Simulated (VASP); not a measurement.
Ir: relaxation of cell and atoms with PBEsol

The system is Ir.

```
CELL_PARAMETERS angstrom
0.00000 1.88094 1.88094
1.88094 0.00000 1.88094
1.88094 1.88094 0.00000
ATOMIC_POSITIONS crystal
Ir 0.00000 0.00000 0.00000
```

```json
{
 "Program": "VASP 6.6.1",
 "Task": "relaxation of cell and atoms",
 "Functional": "PBEsol",
 "Potentials or basis": "VASP PAW PBE potentials, release 64 (Ir_sv_GW)",
 "Cutoff": "560 eV",
 "k mesh": "10 × 10 × 10",
 "Occupations": "gaussian, width 0.1 eV",
 "Spin": "no spin polarisation",
 "Dipole correction": "no",
 "Further INCAR settings": "ALGO = Normal; EDIFF = 1e-07; IBRION = 2; EDIFFG = -0.05; NSW = 80; ISIF = 3"
}
```

* Relaxed volume: 13.97 Å³/atom
* Relaxed cell: a = 2.703 Å, b = 2.703 Å, c = 2.703 Å, α = 60.00°, β = 60.00°, γ = 60.00°
* Space group after relaxing (to 0.1 Å): Fm-3m (No. 225)
* Pressure after relaxing: -0.1 GPa
* Band gap on the k mesh: zero (an odd number of electrons rules out a gap without spin polarisation)

Final structure:
```
Ir
1.0
     0.00000    1.91164    1.91164
     1.91164    0.00000    1.91164
     1.91164    1.91164    0.00000
Ir
1
Direct
  0.00000 0.00000 0.00000
```

Levels at points of the mesh, in eV from the Fermi level:
| k point | band 4 | band 5 | band 6 | band 7 | band 8 | band 9 | band 10 | band 11 | band 12 |
| --- | --- | --- | --- | --- | --- | --- | --- | --- | --- |
| (0.00, 0.00, 0.00) | -49.51 | -11.38 | -4.05 | -4.05 | -4.05 | -1.28 | -1.28 | 13.47 | 19.05 |
| (0.50, 0.00, 0.00) | -49.62 | -8.34 | -4.15 | -4.15 | -0.91 | 0.86 | 0.86 | 7.30 | 13.13 |
| (0.50, 0.50, 0.00) | -49.81 | -8.15 | -7.58 | 0.84 | 1.44 | 1.44 | 1.57 | 10.59 | 11.42 |

It took 32 s on 1 thread of AMD EPYC 7R13 Processor (Zen 3), with other jobs on the host, peak memory 0.12 GiB.

Caveat: the PAW data sets were made with another functional, which shifts forces and pressure a little; spin-orbit coupling is left out, which moves the levels of the heavy elements.
